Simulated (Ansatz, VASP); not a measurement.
# Be3Bi2 in VASP and in Ansatz

```
Be Bi
1.0
     4.69775    0.00000    0.00000
    -2.34888    4.06837    0.00000
     0.00000    0.00000    4.98544
Be Bi
3 2
Direct
  0.00000 0.00000 0.75220
  0.00000 0.00000 0.24780
  0.66667 0.33333 0.00000
  0.66667 0.33333 0.50000
  0.33333 0.66667 0.00000
```

Change from the starting cell: species swapped into the Fe3Ge2 type (P-6m2, No. 187).

Alike in both runs: functional PBE; k mesh 12 × 12 × 8; occupations gaussian, width 0.1 eV; no spin polarisation.

Ansatz relaxed the structure, and its values are those at the end. VASP's run is a single point on that final structure, the one shown.

|  | VASP | Ansatz |
| --- | --- | --- |
| version | VASP 6.6.1 | Ansatz 0.2.0 |
| potentials or method | VASP PAW PBE potentials, release 64 (Be, Bi_d), cutoff 520 eV | scalar-relativistic, plane waves, PAW |
| valence electrons in the cell | 36 | 36 |

```tsv
	VASP	Ansatz	Ansatz less VASP
gap on the k mesh at the Fermi level (eV)	none	none	-
pressure (GPa)	0.0	0.0	+0.04
```

A gap of «none» marks a metal or a gap that the smearing closes.

Neither program's run includes spin-orbit coupling.
